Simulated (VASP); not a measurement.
Set up this calculation in VASP 6.6.1, as the native input.

| Property | Result |
| --- | --- |
| Task | single point |
| Functional | LDA |
| Potentials or basis | VASP PAW LDA potentials, release 64 (Ca_sv, O) |
| Cutoff | 520 eV |
| k mesh | 8 × 8 × 8 |
| Occupations | gaussian, width 0.05 eV |
| Spin | no spin polarisation |
| Dipole correction | no |
| Further INCAR settings | ALGO = Normal; EDIFF = 1e-06; NBANDS = 15 |

The structure of CaO lies in POSCAR:

```
CaO
1.0
    0.0000000000      2.4857350000      2.4857350000
    2.4857350000      0.0000000000      2.4857350000
    2.4857350000      2.4857350000      0.0000000000
Ca O
1 1
Direct
    0.0000000000      0.0000000000      0.0000000000
    0.5000000000      0.5000000000      0.5000000000
```

This cell differs from its parent crystal: strain +0.015 along x and y, +0.015 along z.

One way to write it, as run:

INCAR

```
PREC = Accurate ; ENCUT = 520
EDIFF = 1E-6 ; ISMEAR = 0
SIGMA = 0.05 ; LREAL = F
LASPH = T ; NELM = 100
ALGO = Normal ; ISIF = 2
LWAVE = F ; LCHARG = F
NBANDS = 15
```

KPOINTS

```
Automatic mesh
0
Gamma
  8 8 8
```

Potentials or basis: VASP PAW LDA potentials, release 64 (Ca_sv, O).

Run with:

```console
$ cat potpaw_LDA.64/Ca_sv/POTCAR potpaw_LDA.64/O/POTCAR > POTCAR
$ mpirun -np 1 vasp_std > vasp.out
```

Results of the run:

| Property | Result |
| --- | --- |
| Pressure | -14.2 GPa |
| Band gap on the k mesh | 3.48 eV, indirect (least direct gap 3.80 eV) |

Caveat: the cell differs from its parent crystal (strain +0.015 along x and y, +0.015 along z).

Wall time 8.1 s on 1 thread of Intel(R) Xeon(R) Platinum 8559C (Emerald Rapids), on a shared host, peak memory 0.15 GiB.
